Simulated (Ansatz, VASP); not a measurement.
# SnS: VASP beside Ansatz

INCAR

```
ALGO = Normal ; EDIFF = 1E-7
EDIFFG = -0.005 ; ENCUT = 500
GGA_COMPAT = False ; IBRION = 2
ISIF = 3 ; ISMEAR = 0
KPAR = 4 ; LASPH = True
LCHARG = False ; LREAL = False
LWAVE = False ; NELM = 120
NELMIN = 4 ; NSW = 70
PREC = Accurate ; SIGMA = 0.02
```

Contents of KPOINTS:

```
k-points
0
Gamma
  4 8 6
```

POSCAR

```
SnS
1.0
   11.4455091705      0.0000000000      0.0000000000
    0.0000000000      4.0232845669      0.0000000000
    0.0000000000      0.0000000000      4.4542011089
Sn S
4 4
Direct
    0.1215423555      0.2500000000      0.1300059133
    0.3784576445      0.7500000000      0.6300059133
    0.6215423555      0.2500000000      0.3699940867
    0.8784576445      0.7500000000      0.8699940867
    0.8498958213      0.2500000000      0.4774431144
    0.6501041787      0.7500000000      0.9774431144
    0.3498958213      0.2500000000      0.0225568856
    0.1501041787      0.7500000000      0.5225568856
```

Input for Ansatz:

```yaml
crystal:
  lattice:
    - [11.4455091705, 0.0, 0.0]
    - [0.0, 4.0232845669, 0.0]
    - [0.0, 0.0, 4.4542011089]
  atoms:
    - { symbol: Sn, position: [0.1215423555, 0.25, 0.1300059133] }
    - { symbol: Sn, position: [0.3784576445, 0.75, 0.6300059133] }
    - { symbol: Sn, position: [0.6215423555, 0.25, 0.3699940867] }
    - { symbol: Sn, position: [0.8784576445, 0.75, 0.8699940867] }
    - { symbol: S, position: [0.8498958213, 0.25, 0.4774431144] }
    - { symbol: S, position: [0.6501041787, 0.75, 0.9774431144] }
    - { symbol: S, position: [0.3498958213, 0.25, 0.0225568856] }
    - { symbol: S, position: [0.1501041787, 0.75, 0.5225568856] }
basis:
  ecutwfc: 420
kpoints:
  mp_grid: { grid: [4, 8, 6] }
hamiltonian:
  xc: lda
scf:
  occupations: { method: gaussian, width: 0.02 }
output:
  forces: true
  stress: true
  eigenvalues: true
relax:
  adjacent_minimum: "off"
  f_tol: 0.005
  max_steps: 50
  cell: { stress_tol: 0.05 }
```

Alike in both runs: task relaxation of cell and atoms; functional LDA; k mesh 4 × 8 × 6; occupations gaussian, width 0.02 eV; no spin polarisation.

|  | VASP | Ansatz |
| --- | --- | --- |
| version | VASP 6.6.1 | Ansatz 0.2.0 |
| potentials or method | VASP PAW LDA potentials, release 64 (Sn_d, S), cutoff 500 eV | scalar-relativistic, plane waves, PAW |
| valence electrons in the cell | 80 | 80 |

Ansatz gave:

```
gap on the k mesh at the Fermi level, each at its own relaxed structure (eV) : 0.65
relaxed volume (Å³/atom)                                                     : 22.70
relaxed length of the cell vector where the two differ most in proportion (Å)              : 4.184
```

Question: What did VASP give for the same quantities?

Answer: gap on the k mesh at the Fermi level, each at its own relaxed structure (eV): 0.62; relaxed volume (Å³/atom): 22.69; relaxed length of the cell vector where the two differ most in proportion (Å): 4.187.

LDA's correlation is that of Perdew and Zunger in VASP and of Perdew and Wang (1992) in Ansatz.
